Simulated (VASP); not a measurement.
Set up this calculation in VASP 6.6.1, as the native input.

```yaml
Task: single point
Functional: LDA
Potentials_or_basis: VASP PAW LDA potentials, release 64 (Sn_d, O)
Cutoff: 520 eV
k_mesh: 6 × 6 × 6
Occupations: gaussian, width 0.05 eV
Spin: no spin polarisation
Dipole_correction: no
Further_INCAR_settings: ALGO = Normal; EDIFF = 1e-06; NBANDS = 64
```

The structure of SnO2 lies in POSCAR:

```
SnO2
1.0
   -3.2078313831     -1.8520423126      4.0813809037
    3.2078313831     -1.8520423126      4.0813809037
    0.0000000000      3.7040846251      4.0813809037
Sn O
4 8
Direct
    0.4852990933      0.4852990933      0.4852990933
    1.0000000000      1.0000000000      0.5000000000
    1.0000000000      0.5000000000      0.0000000000
    0.5000000000      1.0000000000      0.0000000000
    0.2451905456      0.2451905456      0.2451905456
    0.7451905456      0.7451905456      0.2451905456
    0.7451905456      0.2451905456      0.7451905456
    0.2451905456      0.7451905456      0.7451905456
    0.7548094544      0.7548094544      0.7548094544
    0.2548094544      0.2548094544      0.7548094544
    0.2548094544      0.7548094544      0.2548094544
    0.7548094544      0.2548094544      0.2548094544
```

This cell differs from its parent crystal: atom 1 (Sn) moved -0.180 Å along Cartesian [0 0 1].

One way to write it, as run:

INCAR

```
SYSTEM = SnO2
PREC = Accurate ; ENCUT = 520
EDIFF = 1E-6 ; ISMEAR = 0
SIGMA = 0.05 ; LREAL = .FALSE.
LASPH = .TRUE. ; NELM = 100
ALGO = Normal ; ISIF = 2
LWAVE = .FALSE. ; LCHARG = .FALSE.
GGA = CA ; NBANDS = 64
```

KPOINTS

```
regular mesh
0
G
  6 6 6
  0 0 0
```

Potentials or basis: VASP PAW LDA potentials, release 64 (Sn_d, O).

Launch:

```sh
$ cat potpaw_LDA.64/Sn_d/POTCAR potpaw_LDA.64/O/POTCAR > POTCAR
$ mpirun -np 1 vasp_std > vasp.out
```

Results of the run:

```json
{"Pressure": "1.3 GPa", "Largest force": "1.907 eV/Å", "Band gap on the k mesh": "1.36 eV"}
```

Caveat: the cell differs from its parent crystal (atom 1 (Sn) moved -0.180 Å along Cartesian [0 0 1]); spin-orbit coupling is left out, which moves the levels of the heavy elements; forces of over 1 eV/Å act on the atoms, so gaps and moduli don't describe the material at rest.

Run time: 3.8 min on 1 thread of Intel(R) Xeon(R) Platinum 8488C (Sapphire Rapids) (shared host), peak memory 0.34 GiB.
